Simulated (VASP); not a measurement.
Write the native input for VASP 6.6.1 that does the following.

| Property | Result |
| --- | --- |
| Task | single point |
| Functional | PBEsol |
| Potentials or basis | VASP PAW PBE potentials, release 64 (Ni, O) |
| Cutoff | 520 eV |
| k mesh | 11 × 11 × 11 |
| Occupations | gaussian, width 0.05 eV |
| Spin | collinear spin, ferromagnetic start |
| Starting moments | [1.0, 0.0] μB |
| Dipole correction | no |
| Further INCAR settings | ALGO = Normal; EDIFF = 1e-06; NBANDS = 19 |

The structure of NiO lies in POSCAR:

```
NiO
1.0
    0.0000000000      2.0859016414      2.0859016414
    2.0859016414      0.0000000000      2.0859016414
    2.0859016414      2.0859016414      0.0000000000
Ni O
1 1
Direct
    0.0000000000      0.0000000000      0.0000000000
    0.5000000000      0.5000000000      0.5000000000
```

These files were run (other wordings do the same):

INCAR

```
PREC = Accurate ; ENCUT = 520
EDIFF = 1E-6 ; ISMEAR = 0
SIGMA = 0.05 ; LREAL = False
LASPH = True ; NELM = 150
ALGO = Normal ; ISIF = 2
LWAVE = False ; LCHARG = False
ISPIN = 2 ; MAGMOM = 1 0
LORBIT = 11 ; LMAXMIX = 4
GGA = PS ; NBANDS = 19
```

KPOINTS

```
Automatic mesh
0
Gamma
  11 11 11
```

Potentials or basis: VASP PAW PBE potentials, release 64 (Ni, O).

Command:

```sh
$ cat potpaw_PBE.64/Ni/POTCAR potpaw_PBE.64/O/POTCAR > POTCAR
$ mpirun -np 1 vasp_std > vasp.out
```

Results of the run:

```yaml
Pressure: -7.8 GPa
Net_moment: 1.33 μB per cell
Site_moments: Ni +1.11; O +0.19 μB
Valence_electrons_inside_the_program's_atomic_spheres: Ni 9.04; O 4.93
```

Caveat: the PAW data sets were made with another functional, which shifts forces and pressure a little; a cell with one magnetic atom can't hold antiferromagnetic order, which such compounds often take.

It used 36 s of CPU time on 1 thread of AMD EPYC 7R13 Processor (Zen 3), on a shared host.
